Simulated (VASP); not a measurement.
# In (I4/mmm) in VASP: further runs

The runs below take In through single point, with LDA.

Everything below comes from runs of VASP 6.6.1. Logs are shortened: lines on timing, memory, paths and dates and some standing lists are left out, and cuts for length are marked.

**1. The cell of the first run**

The structure is tetragonal, space group I4/mmm (No. 139). Conventional cell: a = 3.543 Å, b = 3.543 Å, c = 4.252 Å, α = 90.00°, β = 90.00°, γ = 90.00°. Within 4.3 Å of In (site symmetry 4/mmm) lie 14 In at 3.29 to 4.25 Å.

**2. Single point, LDA**

INCAR reads:

```
SYSTEM = In
  PREC = Accurate
  ENCUT = 520
  EDIFF = 1E-6
  ISMEAR = 0
  SIGMA = 0.15
  LREAL = .FALSE.
  LASPH = .TRUE.
  NELM = 80
  ALGO = Fast
  ISIF = 2
  LWAVE = .FALSE.
  LCHARG = .FALSE.
  GGA = CA
  NBANDS = 12
```

KPOINTS reads:

```
Automatic mesh
0
G
  20 20 20
  0 0 0
```

POSCAR reads:

```
In
1.0
   -1.7715240761      1.7715240761      2.1258288913
    1.7715240761     -1.7715240761      2.1258288913
    1.7715240761      1.7715240761     -2.1258288913
In
1
Direct
    0.0000000000      0.0000000000      0.0000000000
```

Potentials or basis: VASP PAW LDA potentials, release 64 (In_d).

Started as:

```bash
> cat potpaw_LDA.64/In_d/POTCAR > POTCAR
> mpirun -np 1 vasp_std > vasp.out
```

OUTCAR:

```text
SYSTEM = In
   PREC = Accurate
   ENCUT = 520
   EDIFF = 1E-6
   ISMEAR = 0
   LREAL = .FALSE.
   LASPH = .TRUE.
   NELM = 80
   ISIF = 2
   GGA = CA

 ion  position               nearest neighbor table
   1  0.000  0.000  0.000-

  LATTYP: Found a body centered tetragonal cell.
 ALAT       =     3.5430481522
 C/A-ratio  =     1.2000000000

  Lattice vectors:

 A1 = (  -1.7715240761,   1.7715240761,   2.1258288913)
 A2 = (   1.7715240761,  -1.7715240761,   2.1258288913)
 A3 = (   1.7715240761,   1.7715240761,  -2.1258288913)

Analysis of symmetry for initial positions (statically):
=====================================================================
 Subroutine PRICEL returns:
 Original cell was already a primitive cell.

 Routine SETGRP: Setting up the symmetry group for a
 body centered tetragonal supercell.

 Subroutine GETGRP returns: Found 16 space group operations
 (whereof 16 operations were pure point group operations)
 out of a pool of 16 trial point group operations.

The static configuration has the point symmetry D_4h.

Analysis of symmetry for dynamics (positions and initial velocities):
=====================================================================
 Subroutine PRICEL returns:
 Original cell was already a primitive cell.

 Routine SETGRP: Setting up the symmetry group for a
 body centered tetragonal supercell.

 Subroutine GETGRP returns: Found 16 space group operations
 (whereof 16 operations were pure point group operations)
 out of a pool of 16 trial point group operations.

The dynamic configuration has the point symmetry D_4h.

 Subroutine INISYM returns: Found 16 space group operations
 (whereof 16 operations are pure point group operations),
 and found     1 'primitive' translations

----------------------------------------------------------------------------------------

                                     Primitive cell

  volume of cell :      26.6859

  direct lattice vectors                    reciprocal lattice vectors
    -1.771524076  1.771524076  2.125828891     0.000000000  0.282242848  0.235202373
     1.771524076 -1.771524076  2.125828891     0.282242848  0.000000000  0.235202373
     1.771524076  1.771524076 -2.125828891     0.282242848  0.282242848  0.000000000

  length of vectors
     3.285687687  3.285687687  3.285687687     0.367397852  0.367397852  0.399151663

  position of ions in fractional coordinates (direct lattice)
     0.000000000  0.000000000  0.000000000

  ion indices of the primitive-cell ions
   primitive index   ion index
                 1           1

----------------------------------------------------------------------------------------

 KPOINTS: Automatic mesh

Automatic generation of k-mesh.
 Grid dimensions read from file:
 generate k-points for:   20   20   20

 Generating k-lattice:

  Cartesian coordinates                     Fractional coordinates (reciprocal lattice)
     0.000000000  0.014112142  0.011760119     0.050000000 -0.000000000  0.000000000
     0.014112142  0.000000000  0.011760119    -0.000000000  0.050000000  0.000000000
     0.014112142  0.014112142  0.000000000     0.000000000  0.000000000  0.050000000

  Length of vectors
     0.018369893  0.018369893  0.019957583

  Shift w.r.t. Gamma in fractional coordinates (k-lattice)
     0.000000000  0.000000000  0.000000000

 Subroutine IBZKPT returns following result:
 ===========================================

 Found    641 irreducible k-points:

 Following reciprocal coordinates:
            Coordinates               Weight
  0.000000  0.000000  0.000000      1.000000
  0.050000 -0.000000  0.000000      8.000000
  0.100000  0.000000 -0.000000      8.000000
  0.150000  0.000000  0.000000      8.000000
  0.200000  0.000000 -0.000000      8.000000
  0.250000 -0.000000  0.000000      8.000000
[... 16 lines left out ...]
 -0.400000  0.050000  0.000000     16.000000
 -0.350000  0.050000  0.000000     16.000000
 [... further k-points ...]
   k-points           NKPTS =    641   k-points in BZ     NKDIM =    641   number of bands    NBANDS=     12
   number of dos      NEDOS =    301   number of ions     NIONS =      1
   total plane-waves  NPLWV =  13824
   dimension x,y,z NGX =    24 NGY =   24 NGZ =   24
   dimension x,y,z NGXF=    48 NGYF=   48 NGZF=   48
   ions per type =               1
   NGX,Y,Z   is equivalent  to a cutoff of  12.14, 12.14, 12.14 a.u.
   NGXF,Y,Z  is equivalent  to a cutoff of  24.29, 24.29, 24.29 a.u.
 SYSTEM =  In
   PREC   = accura    normal or accurate (medium, high low for compatibility)
   ISTART =      0    job   : 0-new  1-cont  2-samecut
   ICHARG =      2    charge: 1-file 2-atom 10-const
   ISPIN  =      1    spin polarized calculation?
   LNONCOLLINEAR =      F non collinear calculations
   LSORBIT =      F    spin-orbit coupling
   LASPH  =      T    aspherical Exc in radial PAW
   ENCUT  =  520.0 eV  38.22 Ry    6.18 a.u.   6.11  6.11  6.11*2*pi/ulx,y,z
   NELM   =     80;   NELMIN=  2; NELMDL= -5     # of ELM steps
   EDIFF  = 0.1E-05   stopping-criterion for ELM
   LREAL  =      F    real-space projection
   EDIFFG = 0.1E-04   stopping-criterion for IOM
   NSW    =      0    number of steps for IOM
   IBRION =     -1    ionic relax: 0-MD 1-quasi-New 2-CG
   NFREE  =      0    steps in history (QN), initial steepest desc. (CG)
   ISIF   =      2    stress and relaxation
   ISYM   =      2    0-nonsym 1-usesym 2-fastsym
   POTIM  = 0.5000    time-step for ionic-motion
   TEBEG  =    0.0;   TEEND  =   0.0 temperature during run
   PSTRESS=    0.0 pullay stress
   NELECT =      13.0000    total number of electrons
   NUPDOWN=      -1.0000    fix difference up-down
   EMIN   =  10.00;   EMAX   =-10.00  energy-range for DOS
   EFERMI =   0.00;   METHOD = LEGACY
   ISMEAR =     0;   SIGMA  =   0.15  broadening in eV -4-tet -1-fermi 0-gaus
   EFERMI_NEDOS =   21; number of points for ismear=-14 and -15
   IALGO  =     68    algorithm
   IMIX   =      4    mixing-type and parameters
     AMIX     =   0.40;   BMIX     =  1.00
     AMIX_MAG =   1.60;   BMIX_MAG =  1.00
  volume/ion in A,a.u.               =      26.69       180.09
  Fermi-wavevector in a.u.,A,eV,Ry     =   1.288136  2.434225 22.576080  1.659295
  Thomas-Fermi vector in A             =   2.420108
   LORBIT       =      0    0 simple, 1 ext, 2 COOP (PROOUT), +10 PAW based schemes
   GGA     = CA    functional components
   LHFCALC =     F    Hartree Fock is set to
   AEXX    =    0.0000 exact exchange contribution
   IVDW    =     0    specifies the selected vdW correction
   LEPSILON=     F    determine dielectric tensor
   LRPA    =     F    only Hartree local field effects (RPA)
 non-spin polarized calculation
 RMM-DIIS sequential band-by-band and
 Gauss-broadening in eV      SIGMA  =   0.15
  energy-cutoff  :      520.00
  volume of cell :       26.69
 maximum number of plane-waves:       739
   NGX = 13   NGY = 13   NGZ = 13

 number of electron      12.9999998 magnetization

 Free energy of the ion-electron system (eV)
  ---------------------------------------------------
  ext. energy  EPLUGINS =         0.00000000
  ---------------------------------------------------
  free energy    TOTEN  =        -3.19152648 eV

  energy without entropy =       -3.18575387  energy(sigma->0) =       -3.18864017

 E-fermi :   6.9755     XC(G=0): -10.4337

 val. band max:        6.9727834201   @ k =  -0.4000   0.4000   0.0000
 cond. band min:       6.9849021865   @ k =  -0.4500  -0.4500   0.2500
 fundamental gap:      0.0121187664
 Fermi energy:         6.9755012043

 k-point     1 :       0.0000    0.0000    0.0000
  band No.  band energies     occupation
      1      -7.5923      2.00000
      2      -7.5923      2.00000
      3      -7.4790      2.00000
      4      -7.4128      2.00000
      5      -7.3011      2.00000
      6      -2.4343      2.00000
      7      17.1667      0.00000
      8      17.5357      0.00000
      9      17.5357      0.00000
     10      18.8931      0.00000
     11      21.0460      0.00000
     12      21.0526      0.00000

 k-point     2 :       0.0500   -0.0000    0.0000
  band No.  band energies     occupation
      1      -7.5896      2.00000
      2      -7.5877      2.00000
      3      -7.4772      2.00000
      4      -7.4129      2.00000
      5      -7.3030      2.00000
      6      -2.3799      2.00000
      7      16.6494      0.00000
      8      17.2902      0.00000
      9      17.3529      0.00000
     10      18.7126      0.00000
     11      21.2441      0.00000
     12      21.2952      0.00000

 k-point     3 :       0.1000    0.0000   -0.0000
  band No.  band energies     occupation
      1      -7.5827      2.00000
      2      -7.5776      2.00000
      3      -7.4690      2.00000
      4      -7.4131      2.00000
      5      -7.3083      2.00000
      6      -2.2161      2.00000
      7      15.1750      0.00000
      8      16.9064      0.00000
      9      17.0742      0.00000
     10      18.6183      0.00000
     11      20.9387      0.00000
     12      20.9710      0.00000

 k-point     4 :       0.1500    0.0000    0.0000
  band No.  band energies     occupation
      1      -7.5743      2.00000
      2      -7.5705      2.00000
      3      -7.4473      2.00000
      4      -7.4134      2.00000
      5      -7.3150      2.00000
      6      -1.9413      2.00000
      7      13.4918      0.00000
      8      16.3499      0.00000
      9      16.7980      0.00000
     10      18.6427      0.00000
     11      20.3385      0.00000
     12      20.3515      0.00000

 k-point     5 :       0.2000    0.0000   -0.0000
  band No.  band energies     occupation
      1      -7.5721      2.00000
      2      -7.5685      2.00000
      3      -7.4142      2.00000
      4      -7.4088      2.00000
      5      -7.3196      2.00000
      6      -1.5537      2.00000
      7      11.8043      0.00000
      8      15.7749      0.00000
      9      16.4830      0.00000
     10      18.7338      0.00000
     11      19.7810      0.00000
     12      19.8077      0.00000
[... 228 lines left out ...]
      1      -7.6181      2.00000
      2      -7.5996      2.00000
      3      -7.4343      2.00000
      4      -7.2759      2.00000
      5      -7.1871      2.00000
      6       2.5774      2.00000
      7       3.9976      2.00000
      8      13.4476      0.00000
      9      14.9314      0.00000
     10      18.4659      0.00000
     11      18.8193      0.00000
     12      19.5389      0.00000

 k-point    22 :      -0.4500    0.0500    0.0000
  band No.  band energies     occupation
      1      -7.6153      2.00000
      2      -7.5942      2.00000
      3      -7.4324      2.00000
      4      -7.2796      2.00000
      5      -7.2044      2.00000
      6       1.7039      2.00000
      7       5.0655      2.00000
      8      13.6223      0.00000
      9      14.9877      0.00000
     10      18.6026      0.00000
     11      18.6812      0.00000
     12      19.3142      0.00000

 k-point    23 :      -0.4000    0.0500    0.0000
  band No.  band energies     occupation
      1      -7.6090      2.00000
      2      -7.5852      2.00000
      3      -7.4282      2.00000
      4      -7.2893      2.00000
      5      -7.2362      2.00000
      6       0.8190      2.00000
      7       6.3578      2.00000
      8      13.9032      0.00000
      9      15.1400      0.00000
     10      18.5613      0.00000
     11      18.8079      0.00000
     12      19.1706      0.00000

 k-point    24 :      -0.3500    0.0500    0.0000
  band No.  band energies     occupation
      1      -7.6003      2.00000
      2      -7.5750      2.00000
      3      -7.4221      2.00000
      4      -7.3053      2.00000
      5      -7.2760      2.00000
      6       0.0275      2.00000
      7       7.7670      0.00000
      8      14.2771      0.00000
      9      15.3848      0.00000
     10      18.4672      0.00000
     11      18.9778      0.00000
     12      19.2293      0.00000

 [... further k-points ...]
[... 5 lines left out ...]
  --------------------------------------------------------------------------------------
  -------------------------------------------------------------------------------------
  Total       -0.5716149     -0.5716149     -0.4572406      0.0000000     -0.0000000      0.0000000
  in kB      -34.3187671    -34.3187671    -27.4519360      0.0000000     -0.0000000      0.0000000
  external PRESSURE =     -32.0298234 kB  Pullay stress =       0.0000000 kB

 VOLUME and BASIS-vectors are now :
 -----------------------------------------------------------------------------
  energy-cutoff  :      520.00
  volume of cell :       26.69
      direct lattice vectors                 reciprocal lattice vectors
    -1.771524076  1.771524076  2.125828891     0.000000000  0.282242848  0.235202373
     1.771524076 -1.771524076  2.125828891     0.282242848  0.000000000  0.235202373
     1.771524076  1.771524076 -2.125828891     0.282242848  0.282242848  0.000000000

 POSITION                                       TOTAL-FORCE (eV/Angst)
 -----------------------------------------------------------------------------------
      0.00000      0.00000      0.00000        -0.000000      0.000000      0.000000
 -----------------------------------------------------------------------------------
    total drift:                                0.000000      0.000000      0.000000

  FREE ENERGIE OF THE ION-ELECTRON SYSTEM (eV)
  ---------------------------------------------------
  free  energy   TOTEN  =        -3.1915264794 eV

  energy  without entropy=       -3.1857538677  energy(sigma->0) =       -3.18864017
```

It took 83 s on 1 thread of Intel Xeon Platinum 8488C (Sapphire Rapids), shared host; peak memory 0.29 GiB.

Results:

* Free energy: -3.1915 eV
* Pressure: -3.2 GPa

Stress tensor (GPa, compression positive):
```
-3.43  0.00  0.00
 0.00 -3.43  0.00
 0.00  0.00 -2.75
```

Levels at points of the mesh, in eV from the Fermi level:
```
           k point  band 3  band 4  band 5  band 6  band 7  band 8  band 9  band 10
(0.00, 0.00, 0.00)  -14.45  -14.39  -14.28   -9.41   10.19   10.56   10.56    11.92
(0.50, 0.00, 0.00)  -14.41  -14.25  -14.15   -4.27   -3.21    6.83    8.31    11.25
(0.50, 0.50, 0.00)  -14.24  -14.23  -14.12   -3.06   -2.62    4.49    5.33     8.42
(0.50, 0.50, 0.50)  -14.20  -14.15  -14.15   -0.82   -0.37    2.57    2.57     5.81
```

Caveat: spin-orbit coupling is left out, which moves the levels of the heavy elements.

**3. Single point, LDA**

INCAR reads:

```
SYSTEM = In
ALGO = Fast ; EDIFF = 1E-6
ENCUT = 520 ; GGA = CA
ISIF = 2 ; ISMEAR = 0
LASPH = .True. ; LCHARG = .False.
LREAL = .False. ; LWAVE = .False.
NBANDS = 12 ; NELM = 100
PREC = Accurate ; SIGMA = 0.15
```

KPOINTS reads:

```
k-points
0
Gamma
  20 20 20
  0 0 0
```

POSCAR reads:

```
In
1.0
   -2.0450751590      2.0450751590      1.5951586240
    2.0450751590     -2.0450751590      1.5951586240
    2.0450751590      2.0450751590     -1.5951586240
In
1
Direct
    0.0000000000      0.0000000000      0.0000000000
```

Potentials or basis: VASP PAW LDA potentials, release 64 (In_d).

Started as:

```bash
> cat potpaw_LDA.64/In_d/POTCAR > POTCAR
> mpirun -np 1 vasp_std > vasp.out
```

Wall time 3 min (1 thread of Intel Xeon Platinum 8488C (Sapphire Rapids), shared host); peak memory 0.3 GiB.

Results (log left out):

```yaml
Free_energy: -3.1823 eV
Pressure: -2.7 GPa
```

Stress tensor (GPa, compression positive):
```
-2.96  0.00  0.00
 0.00 -2.96  0.00
 0.00  0.00 -2.32
```

Levels at points of the mesh, in eV from the Fermi level:
| k point | band 3 | band 4 | band 5 | band 6 | band 7 | band 8 | band 9 | band 10 |
| --- | --- | --- | --- | --- | --- | --- | --- | --- |
| (0.00, 0.00, 0.00) | -14.44 | -14.44 | -14.26 | -9.44 | 8.52 | 8.52 | 11.83 | 12.70 |
| (0.50, 0.00, 0.00) | -14.35 | -14.17 | -14.15 | -3.05 | -2.73 | 5.04 | 5.97 | 9.11 |
| (0.50, 0.50, 0.00) | -14.48 | -14.36 | -14.16 | -5.18 | -3.52 | 8.92 | 10.58 | 12.68 |
| (0.50, 0.50, 0.50) | -14.19 | -14.19 | -14.15 | -0.79 | -0.22 | -0.22 | 4.22 | 5.33 |

Caveat: spin-orbit coupling is left out, which moves the levels of the heavy elements.

**4. Single point, LDA**

INCAR reads:

```
PREC = Accurate
ENCUT = 520
EDIFF = 1E-6
ISMEAR = 0
SIGMA = 0.15
LREAL = F
LASPH = T
NELM = 80
ALGO = Fast
ISIF = 2
LWAVE = F
LCHARG = T
LELF = T
LVHAR = T
NBANDS = 12
```

KPOINTS reads:

```
Automatic mesh
0
Gamma
  20 20 20
```

POSCAR reads:

```
In
1.0
   -1.7248831921      1.7248831921      2.2423481498
    1.7248831921     -1.7248831921      2.2423481498
    1.7248831921      1.7248831921     -2.2423481498
In
1
Direct
    0.0000000000      0.0000000000      0.0000000000
```

Started as:

```bash
> cat potpaw_LDA.64/In_d/POTCAR > POTCAR
> mpirun -np 1 vasp_std > vasp.out
```

Run time: 2.9 min. Hardware: 1 thread of Intel Xeon Platinum 8488C (Sapphire Rapids), shared host; peak memory 0.3 GiB.

The run converged. Its results:

```
Free energy : -3.1965 eV
Pressure    : -3.3 GPa
```

Stress tensor (GPa, compression positive):
```
-3.30  0.00  0.00
 0.00 -3.30  0.00
 0.00  0.00 -3.16
```

Levels at points of the mesh, in eV from the Fermi level:
```csv
k point,band 2,band 3,band 4,band 5,band 6,band 7,band 8,band 9,band 10,band 11
"(0.00, 0.00, 0.00)",-14.54,-14.44,-14.40,-14.30,-9.41,10.19,10.40,10.40,11.69,13.92
"(0.50, 0.00, 0.00)",-14.55,-14.45,-14.22,-14.17,-4.33,-3.24,7.45,8.57,11.45,11.84
"(0.50, 0.50, 0.00)",-14.62,-14.21,-14.20,-14.12,-2.64,-2.39,4.17,4.63,7.86,8.04
"(0.50, 0.50, 0.50)",-14.63,-14.20,-14.15,-14.15,-1.51,-1.24,3.23,3.23,6.52,7.03
```

Caveat: spin-orbit coupling is left out, which moves the levels of the heavy elements.

**5. Overview**

```tsv
cell	gap on the mesh (eV)	pressure (GPa)
a = 3.286 Å, angles 114.7, 114.7, 99.4°, 1 atom	none	-3.2
a = 3.303 Å, angles 103.5, 103.5, 122.2°, 1 atom	none	-2.7
a = 3.313 Å, angles 117.3, 117.3, 94.8°, 1 atom	none	-3.3
```

Alike in all rows: task single point; level LDA; potentials or basis VASP PAW LDA potentials, release 64 (In_d); no spin polarisation; k mesh 20 × 20 × 20; cutoff (eV) 520; smearing gaussian 0.15 eV.

Caveats: spin-orbit coupling is left out, which moves the levels of the heavy elements.

Total energies depend on the potentials used, so only differences within one code and one set of settings carry meaning.
